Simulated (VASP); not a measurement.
InGa2N3: single point with PBE

Crystal: InGa2N3.

```
In Ga N
1.0
     6.28316    0.00000    0.00000
    -3.14158    5.44138    0.00000
     0.00000    0.00000    3.30446
In Ga N
1 2 3
Direct
  0.00000 0.00000 0.00000
  0.33333 0.66667 0.50000
  0.66667 0.33333 0.50000
  0.50000 0.00000 0.50000
  0.00000 0.50000 0.50000
  0.50000 0.50000 0.50000
```

The cell was built from a structure type or drawn by symmetry, and may not be a known phase.

```yaml
Program: VASP 6.6.1
Task: single point
Functional: PBE
Potentials_or_basis: VASP PAW PBE potentials, release 64 (In_d, Ga_d, N)
Cutoff: 520 eV
k_mesh: 6 × 6 × 4
Occupations: gaussian, width 0.1 eV
Spin: no spin polarisation
```

The pressure is -0.4 GPa and the band gap on the k mesh is zero (bands 27 and 28 overlap by 0.86 eV).

Stress tensor (GPa, compression positive):
```
-0.51  0.00  0.00
 0.00 -0.51  0.00
 0.00  0.00 -0.27
```

Levels at points of the mesh, in eV from the Fermi level:
```tsv
k point	band 24	band 25	band 26	band 27	band 28	band 29	band 30	band 31
(0.00, 0.00, 0.00)	-0.68	-0.68	0.17	0.55	0.55	1.74	4.33	4.33
(0.50, 0.00, 0.00)	-0.39	-0.32	-0.05	0.07	0.55	2.11	3.80	4.26
(0.00, 0.00, 0.50)	-1.06	-0.66	-0.11	-0.11	0.38	0.66	1.57	3.98
(0.50, 0.00, 0.50)	-1.50	-1.15	-1.02	-0.66	0.19	1.72	3.33	4.49
```

It took 44 s on 1 thread of Intel(R) Xeon(R) 6975P-C (Granite Rapids), on a shared host, peak memory 0.28 GiB.

Caveat: the k points lie up to 0.48 Å⁻¹ apart, too coarse for converged energies and pressures of a metal; spin-orbit coupling is left out, which moves the levels of the heavy elements.
